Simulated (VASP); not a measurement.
## Ge16H (a cell with a defect): single point with PBE+D3(BJ)

System: Ge16H (a cell with a defect).

```xyz
17
Lattice="0.0000 5.6600 5.6600 5.6600 0.0000 5.6600 5.6600 5.6600 0.0000" Properties=species:S:1:pos:R:3 pbc="T T T"
Ge    0.3731    0.4147   -0.7980
Ge    0.9891    0.9605    1.6463
Ge    2.5575    2.0780    0.3163
Ge    4.1703    4.2463    1.1595
Ge    2.5224   -0.1246    3.2067
Ge    3.7032    1.8564    3.9401
Ge    5.6419    2.8533    2.7141
Ge    6.9224    3.7500    4.3509
Ge   -0.3274    2.9566    2.7298
Ge    1.4592    4.0897    4.1227
Ge    2.9794    5.4438    2.7394
Ge    4.3221    7.2510    4.6422
Ge    3.1465    2.9362    5.9140
Ge    4.4961    4.6433    6.9368
Ge    6.1892    5.9083    5.6976
Ge    7.4496    7.3741    7.3030
H     2.7068    2.8605    3.2838
```

* Program: VASP 6.6.1
* Task: single point
* Functional: PBE
* Dispersion: D3(BJ)
* Potentials or basis: VASP PAW PBE potentials, release 64 (Ge_d, H)
* Cutoff: 520 eV
* k mesh: 2 × 2 × 2
* Occupations: fermi-dirac, width 0.05 eV
* Spin: no spin polarisation

The pressure is 4.5 GPa, the largest force is 2.904 eV/Å and the band gap on the k mesh is zero (an odd number of electrons rules out a gap without spin polarisation). The dispersion energy per atom is -0.294 eV.

Forces in eV/Å, atoms in the order of the input:
```
Ge  -1.201  0.180  0.672
Ge  -1.566 -0.081  0.615
Ge  -0.427  2.151 -0.105
Ge   1.204 -0.559 -1.371
Ge   0.763 -0.855 -0.771
Ge   1.205 -1.257 -0.347
Ge  -1.524 -0.114 -1.365
Ge   1.525  0.803  2.337
Ge   0.728 -1.009  0.766
Ge   0.461 -0.849  0.426
Ge  -0.146  1.450  1.150
Ge   1.370 -0.887 -1.853
Ge  -0.314  1.802 -0.382
Ge  -0.907  0.524  0.904
Ge  -0.326 -0.080 -0.507
Ge  -0.326 -1.622  0.590
H   -0.519  0.404 -0.760
```

Stress tensor (GPa, compression positive):
```
 4.90 -0.51 -1.76
-0.51  3.77  1.27
-1.76  1.27  4.94
```

Levels at points of the mesh, in eV from the Fermi level:
```tsv
k point	band 109	band 110	band 111	band 112	band 113	band 114	band 115	band 116
(0.00, 0.00, 0.00)	-0.79	-0.48	-0.43	-0.27	-0.10	0.01	0.15	0.39
(0.50, 0.00, 0.00)	-1.18	-0.87	-0.51	-0.27	0.03	0.31	0.63	0.83
(0.00, 0.50, 0.00)	-1.22	-0.84	-0.39	-0.20	0.15	0.40	0.55	0.67
(0.00, 0.00, 0.50)	-1.41	-0.90	-0.67	-0.13	0.03	0.27	0.80	0.95
(0.50, 0.50, 0.50)	-1.31	-0.93	-0.61	-0.29	-0.14	0.34	0.51	0.80
(0.50, 0.50, 0.00)	-1.39	-0.98	-0.94	-0.62	-0.19	0.57	1.06	1.24
(0.00, 0.50, 0.50)	-1.42	-1.15	-0.87	-0.37	0.27	0.74	0.96	1.18
(0.50, 0.00, 0.50)	-1.17	-0.96	-0.90	-0.50	0.29	0.43	1.16	1.35
```

Wall time 11 min on 1 thread of Intel(R) Xeon(R) 6975P-C (Granite Rapids) (shared host), peak memory 0.62 GiB.

Caveat: the k points lie up to 0.48 Å⁻¹ apart, too coarse for converged energies and pressures of a metal; the atoms stand as in a frame of molecular dynamics; an odd number of electrons without spin polarisation forces a metal; a magnetic or distorted state may lie lower.
